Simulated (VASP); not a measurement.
# Li2TiO2 (Immm) in VASP: single point with r2SCAN

Aim: the single point of Li2TiO2 with r2SCAN.

All numbers are computed with VASP 6.6.1; they aren't measurements. Logs are shortened: lines on timing, memory, paths and dates and some standing lists are left out, and cuts for length are marked.

## 1. The cell of the first run

Symmetry: Immm, No. 71, orthorhombic system. The conventional cell has a = 2.850 Å, b = 3.642 Å, c = 9.345 Å, α = 90.00°, β = 90.00°, γ = 90.00°. Li (site symmetry mm2) has 4 O at 1.94 to 1.96 Å and 4 Li at 2.41 Å and 1 Ti at 2.68 Å within 2.7 Å. Ti (site symmetry mmm) has 4 O at 1.95 Å and 2 Li at 2.68 Å within 2.7 Å. O (site symmetry mm2) has 4 Li at 1.94 to 1.96 Å and 2 Ti at 1.95 Å and 1 O at 2.66 Å within 2.7 Å.

## 2. Single point, r2SCAN

File POSCAR:

```
Li2TiO2
1.0
    3.6417874900      2.8502860800      0.0000000000
    5.4626812300      1.4251430400     -4.6724152700
    1.8208937400      4.2754291200     -4.6724152700
Li Ti O
4 2 4
Direct
    0.3238000000      0.4631000000      0.9631000000
    0.8238000000      0.9631000000      0.4631000000
    0.1762000000      0.0369000000      0.5369000000
    0.6762000000      0.5369000000      0.0369000000
    0.2500000000      0.2500000000      0.7500000000
    0.7500000000      0.7500000000      0.2500000000
    0.2154000000      0.1423000000      0.1423000000
    0.7154000000      0.6423000000      0.6423000000
    0.2846000000      0.3577000000      0.3577000000
    0.7846000000      0.8577000000      0.8577000000
```

File INCAR.step1:

```
SYSTEM = Li2TiO2
ALGO = Normal ; EDIFF = 1E-4
ENCUT = 520 ; GGA = PE
ISMEAR = -5 ; LASPH = .True.
LCHARG = .False. ; LMAXMIX = 4
LREAL = .False. ; LWAVE = .True.
NBANDS = 41 ; NELM = 100
PREC = Accurate ; SIGMA = 0.1
```

File INCAR.step2:

```
SYSTEM = Li2TiO2
ALGO = Normal ; EDIFF = 1E-6
ENCUT = 520 ; ISIF = 2
ISMEAR = -1 ; ISTART = 1
LASPH = .True. ; LCHARG = .False.
LMAXMIX = 4 ; LMIXTAU = .True.
LORBIT = 10 ; LREAL = .False.
LWAVE = .False. ; METAGGA = R2SCAN
NBANDS = 41 ; NELM = 100
PREC = Accurate ; SIGMA = 0.1
```

File KPOINTS:

```
k-points
0
Gamma
  6 6 6
  0 0 0
```

Potentials or basis: VASP PAW PBE potentials, release 64 (Li_sv, Ti_sv, O).

On the command line:

```
$ cat potpaw_PBE.64/Li_sv/POTCAR potpaw_PBE.64/Ti_sv/POTCAR potpaw_PBE.64/O/POTCAR > POTCAR
$ cp INCAR.step1 INCAR
$ mpirun -np 1 vasp_std > vasp.out
$ cp INCAR.step2 INCAR
$ mpirun -np 1 vasp_std > vasp.out
```

OUTCAR:

```text
SYSTEM = Li2TiO2
   EDIFF = 1E-6
   ENCUT = 520
   ISIF = 2
   ISMEAR = -1
   ISTART = 1
   LASPH = .True.
   LORBIT = 10
   LREAL = .False.
   METAGGA = R2SCAN
   NELM = 100
   PREC = Accurate

 ion  position               nearest neighbor table
   1  0.324  0.463  0.963-   7 1.94   8 1.94  10 1.96   9 1.96   3 2.41   4 2.41   4 2.41   3 2.41
                             6 2.68
   2  0.824  0.963  0.463-   8 1.94   7 1.94   9 1.96  10 1.96   4 2.41   3 2.41   3 2.41   4 2.41
                             5 2.68
   3  0.176  0.037  0.537-   9 1.94  10 1.94   8 1.96   7 1.96   1 2.41   2 2.41   2 2.41   1 2.41
                             6 2.68
   4  0.676  0.537  0.037-  10 1.94   9 1.94   7 1.96   8 1.96   2 2.41   1 2.41   1 2.41   2 2.41
                             5 2.68
   5  0.250  0.250  0.750-  10 1.95   7 1.95   9 1.95   8 1.95   4 2.68   2 2.68   6 2.85   6 2.85

   6  0.750  0.750  0.250-   9 1.95   8 1.95  10 1.95   7 1.95   3 2.68   1 2.68   5 2.85   5 2.85

   7  0.215  0.142  0.142-   1 1.94   2 1.94   6 1.95   5 1.95   4 1.96   3 1.96
   8  0.715  0.642  0.642-   2 1.94   1 1.94   5 1.95   6 1.95   3 1.96   4 1.96
   9  0.285  0.358  0.358-   3 1.94   4 1.94   5 1.95   6 1.95   2 1.96   1 1.96
  10  0.785  0.858  0.858-   4 1.94   3 1.94   6 1.95   5 1.95   1 1.96   2 1.96

  LATTYP: Found a base centered monoclinic cell.
 ALAT       =     4.6245807226
 B/A-ratio  =     2.0206870851
 C/A-ratio  =     1.0000000000
 COS(beta)  =    -0.2402649369

  Lattice vectors:

 A1 = (  -1.8208937500,   1.4251430400,  -4.6724152700)
 A2 = (  -1.8208937400,   1.4251430400,   4.6724152700)
 A3 = (   3.6417874900,   2.8502860800,   0.0000000000)

Analysis of symmetry for initial positions (statically):
=====================================================================
 Subroutine PRICEL returns following result:

  LATTYP: Found a body centered orthorhombic cell.
 ALAT       =     2.8502860800
 B/A-ratio  =     1.2776919186
 C/A-ratio  =     3.2785588105

  Lattice vectors:

 A1 = (   1.8208937500,   1.4251430400,   4.6724152700)
 A2 = (  -1.8208937400,  -1.4251430400,   4.6724152700)
 A3 = (   1.8208937400,  -1.4251430400,  -4.6724152700)

   2 primitive cells build up your supercell.

 Routine SETGRP: Setting up the symmetry group for a
 base centered monoclinic supercell.

 Subroutine GETGRP returns: Found  4 space group operations
 (whereof  4 operations were pure point group operations)
 out of a pool of  4 trial point group operations.

The static configuration has the point symmetry C_2h.

Analysis of symmetry for dynamics (positions and initial velocities):
=====================================================================
 Subroutine PRICEL returns following result:

  LATTYP: Found a body centered orthorhombic cell.
 ALAT       =     2.8502860800
 B/A-ratio  =     1.2776919186
 C/A-ratio  =     3.2785588105

  Lattice vectors:

 A1 = (   1.8208937500,   1.4251430400,   4.6724152700)
 A2 = (  -1.8208937400,  -1.4251430400,   4.6724152700)
 A3 = (   1.8208937400,  -1.4251430400,  -4.6724152700)

   2 primitive cells build up your supercell.

 Routine SETGRP: Setting up the symmetry group for a
 base centered monoclinic supercell.

 Subroutine GETGRP returns: Found  4 space group operations
 (whereof  4 operations were pure point group operations)
 out of a pool of  4 trial point group operations.

The dynamic configuration has the point symmetry C_2h.

 Subroutine INISYM returns: Found  4 space group operations
 (whereof  4 operations are pure point group operations),
 and found     2 'primitive' translations

----------------------------------------------------------------------------------------

                                     Primitive cell

  volume of cell :      48.5003

  direct lattice vectors                    reciprocal lattice vectors
     1.820893750  1.425143040  4.672415270     0.274590432  0.000000000  0.107011036
    -1.820893740 -1.425143040  4.672415270     0.000000000 -0.350841976  0.107011036
     1.820893740 -1.425143040 -4.672415270     0.274590432 -0.350841976 -0.000000000

  length of vectors
     5.213266844  5.213266841  5.213266841     0.294705390  0.366798928  0.445522163

  position of ions in fractional coordinates (direct lattice)
[... 34 lines left out ...]

 Subroutine IBZKPT returns following result:
 ===========================================

 Found     68 irreducible k-points:

 Following reciprocal coordinates:
            Coordinates               Weight
  0.000000  0.000000  0.000000      1.000000
  0.166667  0.000000  0.000000      4.000000
  0.333333 -0.000000 -0.000000      4.000000
  0.500000  0.000000  0.000000      1.000000
  0.000000  0.166667  0.000000      4.000000
  0.166667  0.166667 -0.000000      4.000000
[... 16 lines left out ...]
 -0.333333 -0.000000  0.166667      4.000000
 -0.166667 -0.000000  0.166667      4.000000
 [... further k-points ...]
   k-points           NKPTS =     68   k-points in BZ     NKDIM =     68   number of bands    NBANDS=     41
   number of dos      NEDOS =    301   number of ions     NIONS =     10
   total plane-waves  NPLWV = 100800
   dimension x,y,z NGX =    36 NGY =   56 NGZ =   50
   dimension x,y,z NGXF=    72 NGYF=  112 NGZF=  100
   ions per type =               4   2   4
   NGX,Y,Z   is equivalent  to a cutoff of  12.94, 12.70, 12.61 a.u.
   NGXF,Y,Z  is equivalent  to a cutoff of  25.88, 25.41, 25.23 a.u.
 SYSTEM =  Li2TiO2
   PREC   = accura    normal or accurate (medium, high low for compatibility)
   ISTART =      1    job   : 0-new  1-cont  2-samecut
   ICHARG =      0    charge: 1-file 2-atom 10-const
   ISPIN  =      1    spin polarized calculation?
   LNONCOLLINEAR =      F non collinear calculations
   LSORBIT =      F    spin-orbit coupling
   LASPH  =      T    aspherical Exc in radial PAW
   ENCUT  =  520.0 eV  38.22 Ry    6.18 a.u.   8.60 13.63 12.25*2*pi/ulx,y,z
   NELM   =    100;   NELMIN=  2; NELMDL=  0     # of ELM steps
   EDIFF  = 0.1E-05   stopping-criterion for ELM
   LREAL  =      F    real-space projection
   EDIFFG = 0.1E-04   stopping-criterion for IOM
   NSW    =      0    number of steps for IOM
   IBRION =     -1    ionic relax: 0-MD 1-quasi-New 2-CG
   NFREE  =      0    steps in history (QN), initial steepest desc. (CG)
   ISIF   =      2    stress and relaxation
   ISYM   =      2    0-nonsym 1-usesym 2-fastsym
   POTIM  = 0.5000    time-step for ionic-motion
   TEBEG  =    0.0;   TEEND  =   0.0 temperature during run
   PSTRESS=    0.0 pullay stress
   NELECT =      60.0000    total number of electrons
   NUPDOWN=      -1.0000    fix difference up-down
   EMIN   =  10.00;   EMAX   =-10.00  energy-range for DOS
   EFERMI =   0.00;   METHOD = LEGACY
   ISMEAR =    -1;   SIGMA  =   0.10  broadening in eV -4-tet -1-fermi 0-gaus
   EFERMI_NEDOS =   21; number of points for ismear=-14 and -15
   IALGO  =     38    algorithm
   IMIX   =      4    mixing-type and parameters
     AMIX     =   0.40;   BMIX     =  1.00
     AMIX_MAG =   1.60;   BMIX_MAG =  1.00
  volume/ion in A,a.u.               =       9.70        65.46
  Fermi-wavevector in a.u.,A,eV,Ry     =   1.394870  2.635922 26.472345  1.945662
  Thomas-Fermi vector in A             =   2.518377
   LORBIT       =     10    0 simple, 1 ext, 2 COOP (PROOUT), +10 PAW based schemes
   METAGGA = R2SCAN    functional components
   LHFCALC =     F    Hartree Fock is set to
   AEXX    =    0.0000 exact exchange contribution
   IVDW    =     0    specifies the selected vdW correction
   LEPSILON=     F    determine dielectric tensor
   LRPA    =     F    only Hartree local field effects (RPA)
 non-spin polarized calculation
  energy-cutoff  :      520.00
  volume of cell :       97.00
 maximum number of plane-waves:      2655
 NGX is ok and might be reduce to    36

 number of electron      59.9999988 magnetization

 Free energy of the ion-electron system (eV)
  ---------------------------------------------------
  ext. energy  EPLUGINS =         0.00000000
  ---------------------------------------------------
  free energy    TOTEN  =       -81.83612372 eV

  energy without entropy =      -81.70909805  energy(sigma->0) =      -81.77261088

 E-fermi :   7.1439     XC(G=0): -11.2625

 val. band max:        7.1408534158   @ k =   0.5000  -0.3333   0.1667
 cond. band min:       7.1464809216   @ k =   0.5000   0.5000  -0.0000
 fundamental gap:      0.0056275059
 Fermi energy:         7.1439307807

 k-point     1 :       0.0000    0.0000    0.0000
  band No.  band energies     occupation
      1     -53.4900      2.00000
      2     -53.4220      2.00000
      3     -41.3700      2.00000
      4     -41.2722      2.00000
      5     -41.2722      2.00000
      6     -41.2131      2.00000
[... 1045 lines left out ...]
     40      11.5676      0.00000
     41      11.7978      0.00000

 [... further k-points ...]

------------------------ aborting loop because EDIFF is reached ----------------------------------------

  FORCE on cell =-STRESS in cart. coord.  units (eV):
  Direction    XX          YY          ZZ          XY          YZ          ZX
  --------------------------------------------------------------------------------------
  -------------------------------------------------------------------------------------
  Total        1.7311056      8.7466031      6.9782601     -0.0039291     -0.0000000      0.0000000
  in kB       28.5929962    144.4692847    115.2612312     -0.0648983     -0.0000000      0.0000001
  external PRESSURE =      96.1078374 kB  Pullay stress =       0.0000000 kB

 VOLUME and BASIS-vectors are now :
 -----------------------------------------------------------------------------
  energy-cutoff  :      520.00
  volume of cell :       97.00
      direct lattice vectors                 reciprocal lattice vectors
     3.641787490  2.850286080  0.000000000     0.137295216  0.175420988  0.214022072
     5.462681230  1.425143040 -4.672415270     0.137295216 -0.175420988 -0.107011036
     1.820893740  4.275429120 -4.672415270    -0.137295216  0.175420988 -0.107011036

 POSITION                                       TOTAL-FORCE (eV/Angst)
 -----------------------------------------------------------------------------------
      5.46268      5.70057     -6.66380         0.000000     -0.000000      0.499832
      9.10447      5.70057     -6.66380         0.000000     -0.000000      0.499832
      1.82089      2.85029     -2.68103        -0.000000      0.000000     -0.499832
      5.46268      2.85029     -2.68103        -0.000000      0.000000     -0.499832
      3.64179      4.27543     -4.67242        -0.000000      0.000000     -0.000000
      7.28357      4.27543     -4.67242        -0.000000      0.000000     -0.000000
      1.82089      1.42514     -1.32977        -0.000000     -0.000000     -0.992258
      7.28357      5.70057     -6.00218        -0.000000     -0.000000     -0.992258
      3.64179      2.85029     -3.34265         0.000000      0.000000      0.992258
      9.10447      7.12572     -8.01506         0.000000     -0.000000      0.992258
 -----------------------------------------------------------------------------------
    total drift:                                0.000000      0.000000     -0.000000

  FREE ENERGIE OF THE ION-ELECTRON SYSTEM (eV)
  ---------------------------------------------------
  free  energy   TOTEN  =       -81.8361237185 eV

  energy  without entropy=      -81.7090980490  energy(sigma->0) =      -81.77261088

 total charge

# of ion       s       p       d       tot
------------------------------------------
    1        2.030   0.035   0.000   2.065
    2        2.030   0.035   0.000   2.065
    3        2.030   0.035   0.000   2.065
    4        2.030   0.035   0.000   2.065
    5        2.219   6.214   1.905  10.337
    6        2.219   6.214   1.905  10.337
    7        1.565   3.571   0.000   5.136
    8        1.565   3.571   0.000   5.136
    9        1.565   3.571   0.000   5.136
   10        1.565   3.571   0.000   5.136
--------------------------------------------------
tot         18.816  26.853   3.809  49.478
```

Wall time 24 min (1 thread of Intel Xeon Platinum 8488C (Sapphire Rapids), shared host); peak memory 0.48 GiB.

What came out:

* Free energy: -81.8361 eV
* Largest force: 0.992 eV/Å
* Band gap on the k mesh: zero (bands 30 and 31 overlap by 0.83 eV)
* Valence electrons inside the program's atomic spheres: Li 2.06; Ti 10.34; O 5.14

Forces in eV/Å, atoms in the order of the input:
```
Li   0.000  0.000  0.500
Li   0.000  0.000  0.500
Li   0.000  0.000 -0.500
Li   0.000  0.000 -0.500
Ti   0.000  0.000  0.000
Ti   0.000  0.000  0.000
O    0.000  0.000 -0.992
O    0.000  0.000 -0.992
O    0.000  0.000  0.992
O    0.000  0.000  0.992
```

Caveat: the cutoff is under 1.25 times the usual one of these potentials, so pressure, stress and relaxed cells hold a basis-set (Pulay) error; the PAW data sets were made with another functional, which shifts forces and pressure a little.
